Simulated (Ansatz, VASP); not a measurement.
# Two plane-wave programs on C

```xyz
6
Lattice="0.0000 2.4449 0.0000 -2.1173 1.2224 0.0116 -0.9991 1.4262 9.9945" Properties=species:S:1:pos:R:3 pbc="T T T"
C     0.0099    1.2224    1.6655
C    -0.6561    2.4449    8.3285
C    -1.3817    1.2224    5.0028
C    -2.0875    2.4449    5.0056
C    -0.6958    2.4449    1.6683
C    -1.3619    1.2224    8.3313
```

Alike in both runs: task single point; functional LDA; k mesh 12 × 12 × 3; occupations gaussian, width 0.05 eV; no spin polarisation.

|  | VASP | Ansatz |
| --- | --- | --- |
| version | VASP 6.6.1 | Ansatz 0.2.0 |
| potentials or method | VASP PAW LDA potentials, release 64 (C), cutoff 520 eV | scalar-relativistic, plane waves, PAW |
| valence electrons in the cell | 24 | 24 |

```tsv
	VASP	Ansatz	Ansatz less VASP
gap on the k mesh at the Fermi level (eV)	0.11	0.11	0.000
least direct gap on the mesh (eV)	0.11	0.11	0.000
pressure (GPa)	1.0	0.1	-0.82
traceless stress, the component that is largest in VASP (GPa)	-0.55	0.38	+0.930
rms of the force components (eV/Å)	0.017	0.017	-0.0001
```

LDA's correlation is that of Perdew and Zunger in VASP and of Perdew and Wang (1992) in Ansatz. Atom by atom the forces differ by 0.000 eV/Å (rms over components).
